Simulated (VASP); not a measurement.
The system is SiO2.

```xyz
12
Lattice="4.9080 0.0000 0.0000 0.0000 4.9080 0.0000 0.0000 0.0000 6.7840" Properties=species:S:1:pos:R:3 pbc="T T T"
Si    1.5131    1.5131    0.0000
Si    0.9409    3.9671    1.6960
Si    3.3949    3.3949    3.3920
Si    3.9671    0.9409    5.0880
O     1.1715    0.5698    1.2652
O     1.8842    3.6255    2.9612
O     3.7365    4.3382    4.6572
O     3.0238    1.2825    6.3532
O     3.6255    1.8842    3.8228
O     4.3382    3.7365    2.1268
O     1.2825    3.0238    0.4308
O     0.5698    1.1715    5.5188
```

Base run:

```yaml
Program: VASP 6.6.1
Functional: PBE
Potentials_or_basis: VASP PAW PBE potentials, release 64 (Si, O)
Cutoff: 520 eV
k_mesh: 5 × 5 × 4
Occupations: fermi-dirac, width 0.02 eV
Spin: no spin polarisation
```

Its results: band gap on the k mesh 5.88 eV; pressure 9.7 GPa; largest force 0.890 eV/Å.

Question: The run is repeated on the same cell with these changes: functional from PBE to r2SCAN; occupations from fermi-dirac, width 0.02 eV to tetrahedron. What comes out?

Answer: Band gap on the k mesh 6.50 eV; pressure 4.9 GPa; largest force 0.767 eV/Å.

Caveats: the cell stands under pressure; the PAW data sets were made with another functional, which shifts forces and pressure a little (at least some runs).

A k mesh can miss the band edges.
